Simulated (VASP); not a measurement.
PtSe2, 3 atoms in the cell. Symmetry: P-3m1, No. 164, trigonal system. Conventional cell: a = 3.701 Å, b = 3.701 Å, c = 4.514 Å, α = 90.00°, β = 90.00°, γ = 120.00°. Pt (site symmetry -3m) has 6 Se at 2.48 Å within 3.3 Å. Se (site symmetry 3m) has 3 Pt at 2.48 Å and 6 Se at 2.93 to 3.29 Å within 3.3 Å. 

| Quantity | Value |
| --- | --- |
| Program | VASP 6.6.1 |
| Task | relaxation of cell and atoms |
| Functional | LDA |
| Potentials or basis | VASP PAW LDA potentials, release 64 (Pt, Se) |
| Cutoff | 600 eV |
| k mesh | 12 × 12 × 8 |
| Occupations | fermi-dirac, width 0.15 eV |
| Spin | no spin polarisation |
| Target pressure | 18 GPa |
| Dipole correction | no |
| Further INCAR settings | ALGO = Normal; EDIFF = 1e-06; IBRION = 2; EDIFFG = -0.001; NSW = 80; ISIF = 3 |

Potentials or basis: VASP PAW LDA potentials, release 64 (Pt, Se).

Launch:

```bash
$ cat potpaw_LDA.64/Pt/POTCAR potpaw_LDA.64/Se/POTCAR > POTCAR
$ mpirun -np 1 vasp_std > vasp.out
```

Hardware: 1 thread of Intel Xeon 6975P-C (shared host).

**Question.** Estimate the wall time of this run.

**Answer.** Wall time 16 min on 1 thread of Intel Xeon 6975P-C (shared host), peak memory 0.28 GiB. Counts: scf iterations 117, k points 131, ion steps 27.
